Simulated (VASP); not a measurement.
Input of a VASP 6.6.1 run:

INCAR

```
PREC = Accurate
ENCUT = 520
EDIFF = 1E-6
ISMEAR = -1
SIGMA = 0.05
LREAL = False
LASPH = True
NELM = 120
ALGO = Normal
ISIF = 2
LWAVE = False
LCHARG = True
LELF = True
LVHAR = True
NBANDS = 33
GGA_COMPAT = False
```

Contents of KPOINTS:

```
Automatic mesh
0
Gamma
  1 1 1
```

File POSCAR:

```
H9O4F
1.0
    5.3601080000      0.0000000000      0.0000000000
    0.0000000000      5.3601080000      0.0000000000
    0.0000000000      0.0000000000      5.3601080000
O H F
4 9 1
Direct
    0.1304264765      0.1482246253      0.1323107669
    0.8818852157      0.3577353292      0.8255057547
    0.5124523610      0.6904338495      0.6653037588
    0.5349519077      1.0249606911      0.9666223143
    0.0174250220      0.2948074927     -0.0193093124
    0.2997887356      0.1048299773      0.0446632792
    0.7367015739      0.2387638458      0.8318675668
    0.9882636693      0.3548809091      0.6390169750
    0.3598248394      0.5868725033      0.6035512717
    0.6470205451      0.5810703814      0.7261607415
    0.6753222137      0.9608948178      1.0380014731
    0.4936467698      0.8830419089      0.8444792530
    0.1485604395      0.2581850963      0.2912254753
    0.1503887608      0.4136483817      0.4833298135
```

Potentials or basis: VASP PAW LDA potentials, release 64 (O, H, F).

The run is started by

```bash
$ cat potpaw_LDA.64/O/POTCAR potpaw_LDA.64/H/POTCAR potpaw_LDA.64/F/POTCAR > POTCAR
$ mpirun -np 1 vasp_gam > vasp.out
```

Estimate the pressure.

1.9 GPa.

Estimate the largest force.

4.271 eV/Å.

Stress tensor (GPa, compression positive):
```
 1.18 -2.38  1.32
-2.38  1.86  0.97
 1.32  0.97  2.54
```

Caveat: the k points lie up to 1.17 Å⁻¹ apart; the atoms stand as in a frame of molecular dynamics.
